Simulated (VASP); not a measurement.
Wanted: the native input for a VASP 6.6.1 run.

| Quantity | Value |
| --- | --- |
| Task | single point |
| Functional | PBE |
| Dispersion | D3(BJ) |
| Potentials or basis | VASP PAW PBE potentials, release 64 (O, H, C) |
| Cutoff | 520 eV |
| k mesh | 1 × 1 × 1 |
| Occupations | fermi-dirac, width 0.05 eV |
| Spin | no spin polarisation |
| Dipole correction | no |
| Further INCAR settings | LREAL = Auto; ALGO = Normal; EDIFF = 1e-06; NBANDS = 72 |

The structure of H22CO12 lies in POSCAR:

```
H22CO12
1.0
    7.1334920000      0.0000000000      0.0000000000
    0.0000000000      7.1334920000      0.0000000000
    0.0000000000      0.0000000000      7.1334920000
O H C
12 22 1
Direct
    0.4575318792      0.5388525003      0.4283736493
    0.1490013587      0.7289417301     -0.0331534682
    0.2041076096      0.1323194867      0.9839921318
    0.4559337839      0.5148530341      0.9105778769
    0.6363643500     -0.1252542233      1.1294888955
    0.4718025898      0.1567535227      0.3169415484
    0.1505573988      0.9111666488      0.4783071180
    0.0268592157      0.2038132236      0.2638118890
    0.7361752140      0.8676255612      0.4974562248
    0.8979192799      0.5076756237      1.1071996716
    0.8102763696      0.4719708104      0.7718379722
    1.0325237626      0.2713818141      0.7138439351
    0.5613660182      0.4825827239      0.5091335352
    0.4439200324      0.4359996479      0.3343804128
    0.0497792666      0.6584012430      0.0272377119
    0.1290532042      1.0090710132     -0.0282330169
    0.1693420277      0.1617160291      1.1155406076
    0.0964184161      0.2398684964      0.8810972242
    0.2420133085      0.6618077093      0.9013117278
    0.5360207876      0.6030706981      0.9606655478
    0.6600974670     -0.1255345909      1.2810415993
    0.5170118646     -0.1723840161      1.1262646681
    0.3554220009      0.0690685572      0.3128762183
    0.5398618236      0.1062873555      0.1907901488
    0.2191493311      0.8703170901      0.5966783169
    0.2317097994      0.8323553177      0.4052152859
   -0.0207892572      0.3114042884      0.2061262563
   -0.0821336871      0.1406744411      0.3018437534
    0.8792748348      0.8832280179      0.5203762757
    0.7077599582      0.9141245269      0.6294252520
    0.8084960353      0.5512447480      1.1939734425
    0.8531866301      0.4897601343      0.9777399344
    0.5385861511      0.4750828907      0.8103744982
    0.8623406320      0.3739542990      0.5397356582
    0.8829897055      0.3479221677      0.6827651871
```

These files were run (other wordings do the same):

INCAR

```
  PREC = Accurate
  ENCUT = 520
  EDIFF = 1E-6
  ISMEAR = -1
  SIGMA = 0.05
  LREAL = Auto
  LASPH = True
  NELM = 60
  ALGO = Normal
  ISIF = 2
  LWAVE = False
  LCHARG = True
  GGA = PE
  IVDW = 12
  LELF = True
  LVHAR = True
  NBANDS = 72
```

KPOINTS

```
regular mesh
0
Gamma
  1 1 1
```

Potentials or basis: VASP PAW PBE potentials, release 64 (O, H, C).

Command:

```sh
$ cat potpaw_PBE.64/O/POTCAR potpaw_PBE.64/H/POTCAR potpaw_PBE.64/C/POTCAR > POTCAR
$ mpirun -np 1 vasp_gam > vasp.out
```

It gave:

```json
{
 "Pressure": "3.0 GPa",
 "Largest force": "5.614 eV/Å",
 "Band gap on the k mesh": "4.16 eV",
 "Dispersion energy per atom": "-0.036 eV"
}
```

Caveat: the k points lie up to 0.88 Å⁻¹ apart.

Run time: 52 s on 1 thread of AMD EPYC 7R43 64-Core Processor (Zen 3) (shared host), peak memory 0.31 GiB.
